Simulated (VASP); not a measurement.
# Be4Br3F2 (P6/mmm) in VASP: further runs

The runs below take Be4Br3F2 through relaxation of cell and atoms, single point, with PBE.

Everything below comes from runs of VASP 6.6.1. Logs are shortened: lines on timing, memory, paths and dates and some standing lists are left out, and cuts for length are marked.

**1. The cell of the first run**

Symmetry: P6/mmm, No. 191, hexagonal system. The conventional cell has a = 4.613 Å, b = 4.613 Å, c = 8.459 Å, α = 90.00°, β = 90.00°, γ = 120.00°. Be (site symmetry 3m) has 1 F at 1.47 Å within 2.0 Å. Br (site symmetry mmm) has 4 Br at 2.31 Å and 4 Be at 3.06 Å within 3.1 Å. F (site symmetry -6m2) has 2 Be at 1.47 Å within 2.0 Å.

The cell was generated, and may not be a known phase.

**2. Relaxation of cell and atoms, PBE**

Input file INCAR:

```
PREC = Accurate ; ENCUT = 600
EDIFF = 1E-6 ; ISMEAR = 0
SIGMA = 0.1 ; LREAL = False
LASPH = True ; NELM = 60
ALGO = Normal ; ISIF = 3
LWAVE = False ; LCHARG = False
GGA = PE ; IBRION = 2
NSW = 90 ; EDIFFG = -0.04
```

Input file KPOINTS:

```
regular mesh
0
Gamma
  6 6 2
```

Input file POSCAR:

```
Be4Br3F2
1.0
    4.6127611200      0.0000000000      0.0000000000
   -2.3063805600      3.9947683100      0.0000000000
    0.0000000000      0.0000000000      8.4591388900
Be Br F
4 3 2
Direct
    0.3333333300      0.6666666700      0.6743585600
    0.6666666700      0.3333333300      0.6743585600
    0.6666666700      0.3333333300      0.3256414400
    0.3333333300      0.6666666700      0.3256414400
    0.5000000000      0.0000000000      0.0000000000
    0.0000000000      0.5000000000      0.0000000000
    0.5000000000      0.5000000000      0.0000000000
    0.3333333300      0.6666666700      0.5000000000
    0.6666666700      0.3333333300      0.5000000000
```

Potentials or basis: VASP PAW PBE potentials, release 64 (Be, Br, F).

Launch:

```sh
$ cat potpaw_PBE.64/Be/POTCAR potpaw_PBE.64/Br/POTCAR potpaw_PBE.64/F/POTCAR > POTCAR
$ mpirun -np 1 vasp_std > vasp.out
```

OUTCAR:

```text
PREC = Accurate
   ENCUT = 600
   EDIFF = 1E-6
   ISMEAR = 0
   LREAL = False
   LASPH = True
   NELM = 60
   ISIF = 3
   GGA = PE
   IBRION = 2
   NSW = 90
   EDIFFG = -0.04

 ion  position               nearest neighbor table
   1  0.333  0.667  0.674-   8 1.47
   2  0.667  0.333  0.674-   9 1.47
   3  0.667  0.333  0.326-   9 1.47
   4  0.333  0.667  0.326-   8 1.47
   5  0.500  0.000  0.000-   6 2.31   7 2.31   7 2.31   6 2.31
   6  0.000  0.500  0.000-   5 2.31   5 2.31   7 2.31   7 2.31
   7  0.500  0.500  0.000-   5 2.31   5 2.31   6 2.31   6 2.31
   8  0.333  0.667  0.500-   1 1.47   4 1.47
   9  0.667  0.333  0.500-   2 1.47   3 1.47

  LATTYP: Found a hexagonal cell.
 ALAT       =     4.6127611200
 C/A-ratio  =     1.8338558338

  Lattice vectors:

 A1 = (   4.6127611200,   0.0000000000,   0.0000000000)
 A2 = (  -2.3063805600,   3.9947683100,   0.0000000000)
 A3 = (   0.0000000000,   0.0000000000,   8.4591388900)

Analysis of symmetry for initial positions (statically):
=====================================================================
 Subroutine PRICEL returns:
 Original cell was already a primitive cell.

 Routine SETGRP: Setting up the symmetry group for a
 hexagonal supercell.

 Subroutine GETGRP returns: Found 24 space group operations
 (whereof 24 operations were pure point group operations)
 out of a pool of 24 trial point group operations.

The static configuration has the point symmetry D_6h.

Analysis of symmetry for dynamics (positions and initial velocities):
=====================================================================
 Subroutine PRICEL returns:
 Original cell was already a primitive cell.

 Routine SETGRP: Setting up the symmetry group for a
 hexagonal supercell.

 Subroutine GETGRP returns: Found 24 space group operations
 (whereof 24 operations were pure point group operations)
 out of a pool of 24 trial point group operations.

The dynamic configuration has the point symmetry D_6h.

 Subroutine INISYM returns: Found 24 space group operations
 (whereof 24 operations are pure point group operations),
 and found     1 'primitive' translations

----------------------------------------------------------------------------------------

                                     Primitive cell

  volume of cell :     155.8758

  direct lattice vectors                    reciprocal lattice vectors
     4.612761120  0.000000000  0.000000000     0.216789895  0.125163704  0.000000000
    -2.306380560  3.994768310  0.000000000     0.000000000  0.250327409  0.000000000
     0.000000000  0.000000000  8.459138890     0.000000000  0.000000000  0.118215342

  length of vectors
     4.612761120  4.612761119  8.459138890     0.250327409  0.250327409  0.118215342

  position of ions in fractional coordinates (direct lattice)
     0.333333330  0.666666670  0.674358560
     0.666666670  0.333333330  0.674358560
     0.666666670  0.333333330  0.325641440
     0.333333330  0.666666670  0.325641440
     0.500000000  0.000000000  0.000000000
     1.000000000  0.500000000  0.000000000
     0.500000000  0.500000000  0.000000000
     0.333333330  0.666666670  0.500000000
     0.666666670  0.333333330  0.500000000

  ion indices of the primitive-cell ions
   primitive index   ion index
                 1           1
                 2           2
                 3           3
                 4           4
                 5           5
                 6           6
                 7           7
                 8           8
                 9           9

----------------------------------------------------------------------------------------

 KPOINTS: regular mesh

Automatic generation of k-mesh.
 Grid dimensions read from file:
 generate k-points for:    6    6    2

 Generating k-lattice:

  Cartesian coordinates                     Fractional coordinates (reciprocal lattice)
     0.036131649  0.020860617  0.000000000     0.166666667 -0.000000000  0.000000000
     0.000000000  0.041721235  0.000000000     0.000000000  0.166666667  0.000000000
     0.000000000  0.000000000  0.059107671     0.000000000  0.000000000  0.500000000

  Length of vectors
     0.041721235  0.041721235  0.059107671

  Shift w.r.t. Gamma in fractional coordinates (k-lattice)
     0.000000000  0.000000000  0.000000000

 Subroutine IBZKPT returns following result:
 ===========================================

 Found     14 irreducible k-points:

 Following reciprocal coordinates:
            Coordinates               Weight
  0.000000  0.000000  0.000000      1.000000
  0.166667  0.000000  0.000000      6.000000
  0.333333  0.000000  0.000000      6.000000
  0.500000 -0.000000  0.000000      3.000000
  0.166667  0.166667  0.000000      6.000000
  0.333333  0.166667  0.000000     12.000000
  0.333333  0.333333  0.000000      2.000000
  0.000000  0.000000  0.500000      1.000000
  0.166667  0.000000  0.500000      6.000000
  0.333333  0.000000  0.500000      6.000000
  0.500000 -0.000000  0.500000      3.000000
  0.166667  0.166667  0.500000      6.000000
  0.333333  0.166667  0.500000     12.000000
  0.333333  0.333333  0.500000      2.000000
   k-points           NKPTS =     14   k-points in BZ     NKDIM =     14   number of bands    NBANDS=     26
   number of dos      NEDOS =    301   number of ions     NIONS =      9
   total plane-waves  NPLWV = 112000
   dimension x,y,z NGX =    40 NGY =   40 NGZ =   70
   dimension x,y,z NGXF=    80 NGYF=   80 NGZF=  140
   ions per type =               4   3   2
   NGX,Y,Z   is equivalent  to a cutoff of  14.42, 14.42, 13.76 a.u.
   NGXF,Y,Z  is equivalent  to a cutoff of  28.83, 28.83, 27.51 a.u.
 SYSTEM =  unknown system
   PREC   = accura    normal or accurate (medium, high low for compatibility)
   ISTART =      0    job   : 0-new  1-cont  2-samecut
   ICHARG =      2    charge: 1-file 2-atom 10-const
   ISPIN  =      1    spin polarized calculation?
   LNONCOLLINEAR =      F non collinear calculations
   LSORBIT =      F    spin-orbit coupling
   LASPH  =      T    aspherical Exc in radial PAW
   ENCUT  =  600.0 eV  44.10 Ry    6.64 a.u.   9.21  9.21 16.90*2*pi/ulx,y,z
   NELM   =     60;   NELMIN=  2; NELMDL= -5     # of ELM steps
   EDIFF  = 0.1E-05   stopping-criterion for ELM
   LREAL  =      F    real-space projection
   EDIFFG = -.4E-01   stopping-criterion for IOM
   NSW    =     90    number of steps for IOM
   IBRION =      2    ionic relax: 0-MD 1-quasi-New 2-CG
   NFREE  =      1    steps in history (QN), initial steepest desc. (CG)
   ISIF   =      3    stress and relaxation
   ISYM   =      2    0-nonsym 1-usesym 2-fastsym
   POTIM  = 0.5000    time-step for ionic-motion
   TEBEG  =    0.0;   TEEND  =   0.0 temperature during run
   PSTRESS=    0.0 pullay stress
   NELECT =      43.0000    total number of electrons
   NUPDOWN=      -1.0000    fix difference up-down
   EMIN   =  10.00;   EMAX   =-10.00  energy-range for DOS
   EFERMI =   0.00;   METHOD = LEGACY
   ISMEAR =     0;   SIGMA  =   0.10  broadening in eV -4-tet -1-fermi 0-gaus
   EFERMI_NEDOS =   21; number of points for ismear=-14 and -15
   IALGO  =     38    algorithm
   IMIX   =      4    mixing-type and parameters
     AMIX     =   0.40;   BMIX     =  1.00
     AMIX_MAG =   1.60;   BMIX_MAG =  1.00
  volume/ion in A,a.u.               =      17.32       116.88
  Fermi-wavevector in a.u.,A,eV,Ry     =   1.065708  2.013895 15.452582  1.135733
  Thomas-Fermi vector in A             =   2.201268
   LORBIT       =      0    0 simple, 1 ext, 2 COOP (PROOUT), +10 PAW based schemes
   GGA     = PE    functional components
   LHFCALC =     F    Hartree Fock is set to
   AEXX    =    0.0000 exact exchange contribution
   IVDW    =     0    specifies the selected vdW correction
   LEPSILON=     F    determine dielectric tensor
   LRPA    =     F    only Hartree local field effects (RPA)
 conjugate gradient relaxation of ions
 non-spin polarized calculation
 Gauss-broadening in eV      SIGMA  =   0.10
  energy-cutoff  :      600.00
  volume of cell :      155.88
 maximum number of plane-waves:      5224
 NGX is ok and might be reduce to    40
   NGX = 19   NGY = 19   NGZ = 33

--------------------------------------- Ionic step        1  -------------------------------------------

 number of electron      42.9999990 magnetization

 Free energy of the ion-electron system (eV)
  ---------------------------------------------------
  ext. energy  EPLUGINS =         0.00000000
  ---------------------------------------------------
  free energy    TOTEN  =       -16.42199358 eV

  energy without entropy =      -16.40842312  energy(sigma->0) =      -16.41520835

------------------------ aborting loop because EDIFF is reached ----------------------------------------

  FORCE on cell =-STRESS in cart. coord.  units (eV):
  Direction    XX          YY          ZZ          XY          YZ          ZX
  --------------------------------------------------------------------------------------
  -------------------------------------------------------------------------------------
  Total       32.4343800     32.4343800     14.5540142      0.0000000      0.0000000      0.0000000
  in kB      333.3784068    333.3784066    149.5941677      0.0000000      0.0000000      0.0000000
  external PRESSURE =     272.1169937 kB  Pullay stress =       0.0000000 kB
[... 110 lines left out ...]
  FREE ENERGIE OF THE ION-ELECTRON SYSTEM (eV)
  ---------------------------------------------------
  free  energy   TOTEN  =       -21.2908652972 eV

  energy  without entropy=      -21.2711906021  energy(sigma->0) =      -21.28102795

[... ionic steps 4 to 23 ...]

--------------------------------------- Ionic step       24  -------------------------------------------

 number of electron      42.9999985 magnetization

------------------------ aborting loop because EDIFF is reached ----------------------------------------

  FORCE on cell =-STRESS in cart. coord.  units (eV):
  Direction    XX          YY          ZZ          XY          YZ          ZX
  --------------------------------------------------------------------------------------
  -------------------------------------------------------------------------------------
  Total       -0.5661616     -0.5661616      0.6203657     -0.0000000      0.0000000      0.0000000
  in kB       -3.4610641     -3.4610641      3.7924249     -0.0000000      0.0000000      0.0000000
  external PRESSURE =      -1.0432344 kB  Pullay stress =       0.0000000 kB
[... 71 lines left out ...]
  energy  without entropy=      -21.6207984867  energy(sigma->0) =      -21.63006716

--------------------------------------- Ionic step       26  -------------------------------------------

 number of electron      42.9999975 magnetization

 Free energy of the ion-electron system (eV)
  ---------------------------------------------------
  ext. energy  EPLUGINS =         0.00000000
  ---------------------------------------------------
  free energy    TOTEN  =       -21.64379956 eV

  energy without entropy =      -21.61894213  energy(sigma->0) =      -21.63137085

 E-fermi :   0.3124     XC(G=0):  -6.8818

 val. band max:        0.2624093051   @ k =   0.3333   0.1667   0.0000
 cond. band min:       0.3356982043   @ k =   0.3333   0.0000   0.0000
 fundamental gap:      0.0732888992
 Fermi energy:         0.3123995297

 k-point     1 :       0.0000    0.0000    0.0000
  band No.  band energies     occupation
      1     -27.1503      2.00000
      2     -27.0260      2.00000
      3     -17.3661      2.00000
      4     -14.2494      2.00000
      5     -14.2494      2.00000
      6     -10.6647      2.00000
[... 431 lines left out ...]
  FREE ENERGIE OF THE ION-ELECTRON SYSTEM (eV)
  ---------------------------------------------------
  free  energy   TOTEN  =       -21.6437995602 eV

  energy  without entropy=      -21.6189421308  energy(sigma->0) =      -21.63137085

 reached required accuracy - stopping structural energy minimisation
```

It took 29 min on 1 thread of Oxide Virtual Turin-like, shared host; peak memory 0.33 GiB.

Results:

| Property | Result |
| --- | --- |
| Free energy | -21.6438 eV |
| Relaxed volume | 28.37 Å³/atom |
| Relaxed cell | a = 5.378 Å, b = 5.378 Å, c = 10.191 Å, α = 90.00°, β = 90.00°, γ = 120.00° |
| Space group after relaxing (to 0.1 Å) | P6/mmm (No. 191) |
| Energy gained by relaxing | 580.2 meV/atom |
| Ionic steps | 26 |
| Pressure after relaxing | -0.1 GPa |
| Largest force after relaxing | 0.021 eV/Å |
| Band gap on the k mesh | zero (an odd number of electrons rules out a gap without spin polarisation) |

Forces in eV/Å, atoms in the order of the input:
```
Be   0.000  0.000  0.021
Be   0.000  0.000  0.021
Be   0.000  0.000 -0.021
Be   0.000  0.000 -0.021
Br   0.000  0.000  0.000
Br   0.000  0.000  0.000
Br   0.000  0.000  0.000
F    0.000  0.000  0.000
F    0.000  0.000  0.000
```

Step by step:
```tsv
step	energy change (eV)	largest force (eV/Å)	pressure (GPa)	volume (Å³)
1	0.0000	0.5698	27.21	155.88
2	-4.8827	1.0288	-0.15	231.54
3	-4.8689	1.1040	-1.23	239.55
4	-4.8842	1.0550	-0.54	234.26
5	-5.0949	0.0243	0.38	234.39
6	-5.0949	0.0431	0.35	234.39
7	-5.0988	0.0585	0.13	236.37
8	-5.1001	0.0760	-0.13	238.71
9	-5.1027	0.0408	-0.10	239.23
10	-5.1079	0.0469	-0.04	240.78
11	-5.1138	0.2314	0.12	243.85
12	-5.1005	0.7166	0.55	249.81
13	-5.1118	0.3676	0.25	245.35
14	-5.1121	0.3681	0.25	245.42
15	-5.1133	0.3693	0.25	245.61
16	-5.1157	0.3721	0.25	245.99
17	-5.1206	0.3789	0.25	246.76
18	-5.1307	0.3986	0.24	248.28
19	-5.1482	0.4587	0.27	251.27
20	-5.1616	0.6317	0.35	257.04
21	-5.1872	0.4837	0.18	259.16
22	-5.2041	0.2029	-0.17	263.66
23	-5.2050	0.2528	-0.11	262.84
24	-5.2089	0.2268	-0.10	262.08
25	-5.2173	0.1528	-0.10	259.83
26	-5.2218	0.0207	-0.07	255.30
```

Final structure:
```xyz
9
Lattice="5.3784 0.0000 0.0000 -2.6892 4.6579 0.0000 0.0000 0.0000 10.1908" Properties=species:S:1:pos:R:3 pbc="T T T"
Be    0.0000    3.1052    6.6237
Be    2.6892    1.5526    6.6237
Be    2.6892    1.5526    3.5671
Be    0.0000    3.1052    3.5671
Br    2.6892    0.0000    0.0000
Br   -1.3446    2.3289    0.0000
Br    1.3446    2.3289    0.0000
F     0.0000    3.1052    5.0954
F     2.6892    1.5526    5.0954
```

Levels at points of the mesh, in eV from the Fermi level:
| k point | band 17 | band 18 | band 19 | band 20 | band 21 | band 22 | band 23 | band 24 | band 25 | band 26 |
| --- | --- | --- | --- | --- | --- | --- | --- | --- | --- | --- |
| (0.00, 0.00, 0.00) | -2.10 | -2.10 | -1.49 | 0.62 | 1.67 | 1.67 | 1.67 | 1.67 | 2.23 | 2.23 |
| (0.50, 0.00, 0.00) | -3.13 | -2.92 | -2.19 | -1.56 | -0.71 | -0.66 | -0.23 | 1.13 | 1.42 | 1.62 |
| (0.00, 0.00, 0.50) | -2.10 | -2.10 | -1.98 | 0.62 | 1.58 | 1.58 | 1.67 | 1.67 | 2.24 | 2.34 |
| (0.50, 0.00, 0.50) | -3.13 | -2.92 | -2.18 | -1.22 | -1.12 | -0.52 | -0.39 | 1.02 | 1.42 | 1.74 |

Caveat: the k points lie up to 0.31 Å⁻¹ apart in the final cell, too coarse for converged energies and pressures of a metal; the volume moved by over 15 % at a fixed basis, so the end points are rough; an odd number of electrons without spin polarisation forces a metal; a magnetic or distorted state may lie lower.

**3. Single point, PBE, collinear spin**

Input file INCAR:

```
  ALGO = Normal
  EDIFF = 1E-6
  ENCUT = 520
  GGA = PE
  ISIF = 2
  ISMEAR = 0
  ISPIN = 2
  LASPH = True
  LCHARG = True
  LELF = True
  LORBIT = 11
  LREAL = False
  LVHAR = True
  LWAVE = False
  MAGMOM = 0 0 0 0 0 0 0 1 1
  NBANDS = 36
  NELM = 150
  PREC = Accurate
  SIGMA = 0.1
```

Input file KPOINTS:

```
k-points
0
Gamma
  6 6 2
```

POSCAR is that of step 2.

Potentials or basis: VASP PAW PBE potentials, release 64 (Be, Br, F).

Launch:

```sh
$ cat potpaw_PBE.64/Be/POTCAR potpaw_PBE.64/Br/POTCAR potpaw_PBE.64/F/POTCAR > POTCAR
$ mpirun -np 1 vasp_std > vasp.out
```

Wall time 3.5 min (1 thread of Oxide Virtual Turin-like, shared host); peak memory 0.35 GiB.

The run converged. Its results:

```
Free energy                                           : -16.4148 eV
Pressure                                              : 27.3 GPa
Largest force                                         : 0.573 eV/Å
Net moment                                            : 0.00 μB per cell
Valence electrons inside the program's atomic spheres : Be 0.95; Br 5.07; F 6.21
```

Forces in eV/Å, atoms in the order of the input:
```
Be   0.000  0.000  0.573
Be   0.000  0.000  0.573
Be   0.000  0.000 -0.573
Be   0.000  0.000 -0.573
Br   0.000  0.000  0.000
Br   0.000  0.000  0.000
Br   0.000  0.000  0.000
F    0.000  0.000  0.000
F    0.000  0.000  0.000
```

Stress tensor (GPa, compression positive):
```
33.37  0.00  0.00
 0.00 33.37  0.00
 0.00  0.00 15.03
```

Levels at points of the mesh, in eV from the Fermi level:
Spin up:
```tsv
k point	band 19	band 20	band 21	band 22	band 23	band 24	band 25	band 26
(0.00, 0.00, 0.00)	-1.46	1.23	1.33	1.88	1.88	2.28	2.28	2.37
(0.50, 0.00, 0.00)	-3.81	-2.26	-1.31	-0.35	-0.32	1.05	1.37	2.49
(0.00, 0.00, 0.50)	-2.50	1.22	1.29	1.29	1.35	2.37	2.94	2.94
(0.50, 0.00, 0.50)	-3.76	-2.02	-1.51	-0.80	-0.17	0.39	2.07	2.37
```
Spin down:
```csv
k point,band 19,band 20,band 21,band 22,band 23,band 24,band 25,band 26
"(0.00, 0.00, 0.00)",-1.46,1.23,1.33,1.88,1.88,2.28,2.28,2.37
"(0.50, 0.00, 0.00)",-3.81,-2.26,-1.31,-0.34,-0.32,1.05,1.37,2.49
"(0.00, 0.00, 0.50)",-2.50,1.22,1.29,1.29,1.35,2.37,2.95,2.95
"(0.50, 0.00, 0.50)",-3.76,-2.02,-1.51,-0.80,-0.17,0.40,2.07,2.37
```

Caveat: the k points lie up to 0.37 Å⁻¹ apart.

[end of part 1 of 2]

The gap in the log of VASP goes by the Fermi energy; the results here count the filled bands.